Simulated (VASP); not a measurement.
**Be2B3As2: single point with PBE**

Be2B3As2:

```xyz
7
Lattice="3.2593 0.0000 0.0000 -1.6296 2.8226 0.0000 0.0000 0.0000 10.1138" Properties=species:S:1:pos:R:3 pbc="T T T"
Be    0.0000    1.8817    5.8229
Be    1.6296    0.9409    4.2909
B     0.0000    1.8817    7.7104
B     1.6296    0.9409    2.4035
B     0.0000    0.0000    0.0000
As    0.0000    1.8817    1.6158
As    1.6296    0.9409    8.4980
```

- Program: VASP 6.6.1
- Task: single point
- Functional: PBE
- Potentials or basis: VASP PAW PBE potentials, release 64 (Be, B, As)
- Cutoff: 520 eV
- k mesh: 12 × 12 × 4
- Occupations: gaussian, width 0.1 eV
- Spin: no spin polarisation
- Dipole correction: no
- k mesh for the DOS: 18 × 18 × 6
- Occupations for the DOS: tetrahedron
- Further INCAR settings: ALGO = Normal; EDIFF = 1e-06

```json
{
 "Valence electrons inside the program's atomic spheres": "Be 0.88; B 1.86, 1.49 (each value once); As 2.87"
}
```

Levels at points of the mesh, in eV from the Fermi level:
```
           k point  band 7  band 8  band 9  band 10  band 11  band 12  band 13  band 14  band 15
(0.00, 0.00, 0.00)   -0.27   -0.16   -0.16    -0.10    -0.10     1.74     1.74     4.57     4.63
(0.50, 0.00, 0.00)   -3.10   -2.76   -2.41    -2.08    -1.63    -1.38     0.58     1.11     1.69
(0.00, 0.00, 0.50)   -0.15   -0.15   -0.11    -0.11     1.02     1.73     1.73     4.40     4.59
(0.50, 0.00, 0.50)   -3.23   -3.09   -2.50    -2.42    -0.82    -0.68     0.00     0.73     1.79
```

Run time: 3 min on 1 thread of Intel(R) Xeon(R) Platinum 8488C (Sapphire Rapids), on a shared host, peak memory 0.43 GiB.

Caveat: an odd number of electrons without spin polarisation forces a metal; a magnetic or distorted state may lie lower.
